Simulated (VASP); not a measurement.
Wanted: the native input for a VASP 6.6.1 run.

| Item | Value |
| --- | --- |
| Task | single point |
| Functional | r2SCAN |
| Potentials or basis | VASP PAW PBE potentials, release 64 (Ta_pv, N) |
| Cutoff | 520 eV |
| k mesh | 13 × 13 × 12 |
| Occupations | fermi-dirac, width 0.1 eV |
| Spin | no spin polarisation |
| Dipole correction | no |
| Further INCAR settings | ALGO = Normal; EDIFF = 1e-06; NBANDS = 15 |

The system is TaN.

```xyz
2
Lattice="2.8763 0.0000 0.0000 -1.4382 2.4910 0.0000 0.0000 0.0000 2.8260" Properties=species:S:1:pos:R:3 pbc="T T T"
Ta    0.0000    1.6607    1.4130
N     0.0000    0.0000    0.0000
```

The input as run:

POSCAR

```
TaN
1.0
    2.8763303484     -0.0000000029      0.0000000000
   -1.4381651717      2.4909751528      0.0000000000
    0.0000000000      0.0000000000      2.8260077000
Ta N
1 1
Direct
    0.3333333333      0.6666666667      0.5000000000
    0.0000000000      0.0000000000      0.0000000000
```

INCAR.step1

```
SYSTEM = TaN
PREC     = Accurate       ! precision mode
ENCUT    = 520            ! plane-wave cutoff, eV
ISMEAR   = -1             ! smearing method
SIGMA    = 0.1            ! smearing width, eV
LREAL    = .False.        ! projectors in reciprocal space
LASPH    = .True.         ! aspherical terms in the spheres
NELM     = 100            ! most SCF steps
NBANDS   = 15             ! bands
GGA      = PE             ! functional
ALGO     = Normal         ! electronic algorithm
EDIFF    = 1E-4           ! SCF threshold, eV
LWAVE    = .True.         ! write WAVECAR
LCHARG   = .False.        ! write CHGCAR
```

INCAR.step2

```
SYSTEM = TaN
PREC     = Accurate       ! precision mode
ENCUT    = 520            ! plane-wave cutoff, eV
EDIFF    = 1E-6           ! SCF threshold, eV
ISMEAR   = -1             ! smearing method
SIGMA    = 0.1            ! smearing width, eV
LREAL    = .False.        ! projectors in reciprocal space
LASPH    = .True.         ! aspherical terms in the spheres
NELM     = 100            ! most SCF steps
ALGO     = Normal         ! electronic algorithm
ISIF     = 2              ! what is computed and relaxed
LWAVE    = .False.        ! write WAVECAR
LCHARG   = .False.        ! write CHGCAR
METAGGA  = R2SCAN         ! meta-GGA
LMIXTAU  = .True.       
NBANDS   = 15             ! bands
ISTART   = 1
```

KPOINTS

```
regular mesh
0
Gamma
  13 13 12
  0 0 0
```

Potentials or basis: VASP PAW PBE potentials, release 64 (Ta_pv, N).

Run with:

```console
$ cat potpaw_PBE.64/Ta_pv/POTCAR potpaw_PBE.64/N/POTCAR > POTCAR
$ cp INCAR.step1 INCAR
$ mpirun -np 1 vasp_std > vasp.out
$ cp INCAR.step2 INCAR
$ mpirun -np 1 vasp_std > vasp.out
```

Results of the run:

```json
{"Pressure": "27.5 GPa", "Band gap on the k mesh": "zero (bands 8 and 9 overlap by 0.39 eV)"}
```

Caveat: the cell stands under pressure; the PAW data sets were made with another functional, which shifts forces and pressure a little; spin-orbit coupling is left out, which moves the levels of the heavy elements.

Wall time 3.6 min on 1 thread of Intel Xeon 8259CL, with other jobs on the host, peak memory 0.18 GiB.
